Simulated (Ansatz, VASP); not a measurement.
**Two plane-wave programs on Ga4SbAs3**

INCAR

```
SYSTEM = Ga4SbAs3
ALGO = Normal
EDIFF = 1E-6
EDIFFG = -0.0015
ENCUT = 600
GGA = PS
IBRION = 2
ISIF = 3
ISMEAR = 0
LASPH = .TRUE.
LCHARG = .FALSE.
LREAL = .FALSE.
LWAVE = .FALSE.
NELM = 80
NSW = 70
PREC = Accurate
SIGMA = 0.1
```

Contents of KPOINTS:

```
k-points
0
G
  6 6 6
  0 0 0
```

The input POSCAR:

```
Ga4SbAs3
1.0
    5.7765803500      0.0000000000      0.0000000000
    0.0000000000     -5.7765803500      0.0000000000
    0.0000000000      0.0000000000     -5.7765803500
Ga Sb As
4 1 3
Direct
   -0.0083982379      0.5083982379      0.5083982379
    0.5083982379     -0.0083982379      0.5083982379
    0.5083982379      0.5083982379     -0.0083982379
   -0.0083982379     -0.0083982379     -0.0083982379
    0.2500000000      0.2500000000      0.2500000000
    0.7500000000      0.7500000000      0.2500000000
    0.7500000000      0.2500000000      0.7500000000
    0.2500000000      0.7500000000      0.7500000000
```

Input for Ansatz:

```yaml
crystal:
  lattice:
    - [5.77658035, 0.0, 0.0]
    - [0.0, -5.77658035, 0.0]
    - [0.0, 0.0, -5.77658035]
  atoms:
    - { symbol: Ga, position: [-0.0083982379, 0.5083982379, 0.5083982379] }
    - { symbol: Ga, position: [0.5083982379, -0.0083982379, 0.5083982379] }
    - { symbol: Ga, position: [0.5083982379, 0.5083982379, -0.0083982379] }
    - { symbol: Ga, position: [-0.0083982379, -0.0083982379, -0.0083982379] }
    - { symbol: Sb, position: [0.25, 0.25, 0.25] }
    - { symbol: As, position: [0.75, 0.75, 0.25] }
    - { symbol: As, position: [0.75, 0.25, 0.75] }
    - { symbol: As, position: [0.25, 0.75, 0.75] }
basis:
  ecutwfc: 420
kpoints:
  mp_grid: { grid: [6, 6, 6] }
hamiltonian:
  xc: pbesol
scf:
  occupations: { method: gaussian, width: 0.1 }
output:
  forces: true
  stress: true
  eigenvalues: true
relax:
  adjacent_minimum: "off"
  f_tol: 0.0015
  max_steps: 50
  cell: { stress_tol: 0.02 }
```

Alike in both runs: task relaxation of cell and atoms; functional PBEsol; k mesh 6 × 6 × 6; occupations gaussian, width 0.1 eV; no spin polarisation.

|  | VASP | Ansatz |
| --- | --- | --- |
| version | VASP 6.6.1 | Ansatz 0.2.0 |
| potentials or method | VASP PAW PBE potentials, release 64 (Ga_d, Sb, As), cutoff 600 eV | scalar-relativistic, plane waves, PAW |
| valence electrons in the cell | 72 | 112 |

```tsv
	VASP	Ansatz	Ansatz less VASP
gap on the k mesh at the Fermi level, each at its own relaxed structure (eV)	none	none	-
relaxed volume (Å³/atom)	24.14	24.09	-0.043
relaxed length of the cell vector where the two differ most in proportion (Å)	5.780	5.777	-0.0034
```

VASP's potentials were made for PBE, not for PBEsol. A gap of «none» marks a metal or a gap that the smearing closes. VASP's potentials hold 72 valence electrons a cell and Ansatz's 112, so a difference there can come from the potentials and not from the codes.

Spin-orbit coupling is off throughout.
